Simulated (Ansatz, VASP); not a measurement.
# Two plane-wave programs on Bi

The input INCAR:

```
SYSTEM = Bi
  PREC = Accurate
  ENCUT = 520
  EDIFF = 1E-6
  ISMEAR = 0
  SIGMA = 0.15
  LREAL = .False.
  LASPH = .True.
  NELM = 80
  ALGO = Fast
  ISIF = 2
  LWAVE = .False.
  LCHARG = .False.
  GGA = PE
  NBANDS = 22
```

KPOINTS

```
Automatic mesh
0
Gamma
  12 12 12
  0 0 0
```

Contents of POSCAR:

```
Bi
1.0
    2.2048096880      1.2729474669      3.8353800000
   -2.2048096880      1.2729474669      3.8353800000
    0.0000000000     -2.5458949338      3.8353800000
Bi
2
Direct
    0.2338900000      0.2338900000      0.2338900000
    0.7661100000      0.7661100000      0.7661100000
```

Input for Ansatz:

```yaml
crystal:
  lattice:
    - [2.204809688, 1.2729474669, 3.83538]
    - [-2.204809688, 1.2729474669, 3.83538]
    - [0.0, -2.5458949338, 3.83538]
  atoms:
    - { symbol: Bi, position: [0.23389, 0.23389, 0.23389] }
    - { symbol: Bi, position: [0.76611, 0.76611, 0.76611] }
basis:
  ecutwfc: 420
kpoints:
  mp_grid: { grid: [12, 12, 12] }
hamiltonian:
  xc: pbe
scf:
  occupations: { method: gaussian, width: 0.15 }
output:
  forces: true
  stress: true
  eigenvalues: true
  write_density: true
  write_potential: true
  elf: true
  volumetric_format: npy
```

Change from the starting cell: strain -0.030 along x and y, -0.030 along z, atoms carried along.

Alike in both runs: task single point; functional PBE; k mesh 12 × 12 × 12; occupations gaussian, width 0.15 eV; no spin polarisation.

```csv
,VASP,Ansatz
version,VASP 6.6.1,Ansatz 0.2.0
potentials or method,"VASP PAW PBE potentials, release 64 (Bi_d), cutoff 520 eV","scalar-relativistic, plane waves, PAW"
valence electrons in the cell,30,30
```

|  | VASP | Ansatz | Ansatz less VASP |
| --- | --- | --- | --- |
| gap on the k mesh at the Fermi level (eV) | none | none | - |
| pressure (GPa) | 7.4 | 7.5 | +0.06 |
| traceless stress, the component that is largest in VASP (GPa) | -0.51 | -0.51 | +0.003 |
| rms of the force components (eV/Å) | 0.391 | 0.386 | -0.0055 |

Atom by atom the forces differ by 0.005 eV/Å (rms over components). A gap of «none» marks a metal or a gap that the smearing closes.

Spin-orbit coupling is off throughout.
